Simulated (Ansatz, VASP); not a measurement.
CdSe: VASP beside Ansatz

INCAR

```
PREC = Accurate ; ENCUT = 520
EDIFF = 1E-6 ; ISMEAR = 0
SIGMA = 0.01 ; LREAL = F
LASPH = T ; NELM = 60
ALGO = Normal ; ISIF = 2
LWAVE = F ; LCHARG = F
GGA = PS ; NBANDS = 26
```

KPOINTS

```
regular mesh
0
Gamma
  6 6 4
```

Contents of POSCAR:

```
CdSe
1.0
    4.3000000000      0.0000000000      0.0000000000
   -2.1500000000      3.7239092400      0.0000000000
    0.0000000000      0.0000000000      7.0200000000
Cd Se
2 2
Direct
    0.3333333300      0.6666666700      0.0000000000
    0.6666666700      0.3333333300      0.5000000000
    0.3333333300      0.6666666700      0.3850000000
    0.6666666700      0.3333333300      0.8850000000
```

Input for Ansatz:

```yaml
crystal:
  lattice:
    - [4.3, 0.0, 0.0]
    - [-2.15, 3.72390924, 0.0]
    - [0.0, 0.0, 7.02]
  atoms:
    - { symbol: Cd, position: [0.33333333, 0.66666667, 0.0] }
    - { symbol: Cd, position: [0.66666667, 0.33333333000000004, 0.5] }
    - { symbol: Se, position: [0.33333333, 0.66666667, 0.38500000000000006] }
    - { symbol: Se, position: [0.66666667, 0.33333333000000004, 0.885] }
kpoints:
  mp_grid:
    grid: [6, 6, 4]
hamiltonian:
  xc: pbesol
  pseudopotentials:
    kind: all_electron
    lapw: {}
scf:
  occupations:
    method: fixed
output:
  forces: true
  stress: true
  eigenvalues: true
```

Alike in both runs: task single point; functional PBEsol; k mesh 6 × 6 × 4; no spin polarisation.

```csv
,VASP,Ansatz
version,VASP 6.6.1,Ansatz 0.2.0
potentials or method,"VASP PAW PBE potentials, release 64 (Cd, Se), cutoff 520 eV",all-electron (LAPW or listed datasets)
occupations,"gaussian, width 0.01 eV",fixed
```

Ansatz gave:

- gap on the k mesh at the Fermi level (eV): 0.58
- pressure (GPa): 0.2
- traceless stress, the component that is largest in VASP (GPa): -1.23
- rms of the force components (eV/Å): 0.154

Problem. Estimate VASP's values.

Solution. gap on the k mesh at the Fermi level (eV): 0.58; pressure (GPa): 0.5; traceless stress, the component that is largest in VASP (GPa): -1.28; rms of the force components (eV/Å): 0.159.

VASP's potentials were made for PBE, not for PBEsol. Atom by atom the forces differ by 0.005 eV/Å (rms over components). Ansatz ran all-electron here, and VASP with PAW potentials.
